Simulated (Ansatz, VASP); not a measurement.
**WS2: VASP beside Ansatz**

```
W S
1.0
     1.57372    0.90859    6.14272
    -1.57372    0.90859    6.14272
     0.00000   -1.81717    6.14272
W S
1 2
Direct
  0.00000 0.00000 0.00000
  0.75030 0.75030 0.75030
  0.58100 0.58100 0.58100
```

Change from the starting cell: volume scaled by 0.99, crystal datasets.

Alike in both runs: task electric field gradients; functional PBE; k mesh 13 × 13 × 13; occupations fermi-dirac, width 0.08 eV; no spin polarisation.

```csv
,VASP,Ansatz
version,VASP 6.6.1,Ansatz 0.2.0
potentials or method,"VASP PAW PBE potentials, release 64 (W_sv, S), cutoff 520 eV","all-electron PAW with datasets made for the crystal, scalar-relativistic"
```

Ansatz gave:

```
pressure (GPa)                                                : 6.4
traceless stress, the component that is largest in VASP (GPa) : 0.44
rms of the force components (eV/Å)                            : 0.314
size of Vzz on the site where it differs most (V/Å²)          : 171.1
```

Question: What did VASP give for the same quantities?

Answer: Pressure (GPa): 6.4; traceless stress, the component that is largest in VASP (GPa): 0.45; rms of the force components (eV/Å): 0.314; size of Vzz on the site where it differs most (V/Å²): 155.5.

Atom by atom the forces differ by 0.000 eV/Å (rms over components). Ansatz ran all-electron here, and VASP with PAW potentials.

Neither program's run includes spin-orbit coupling.
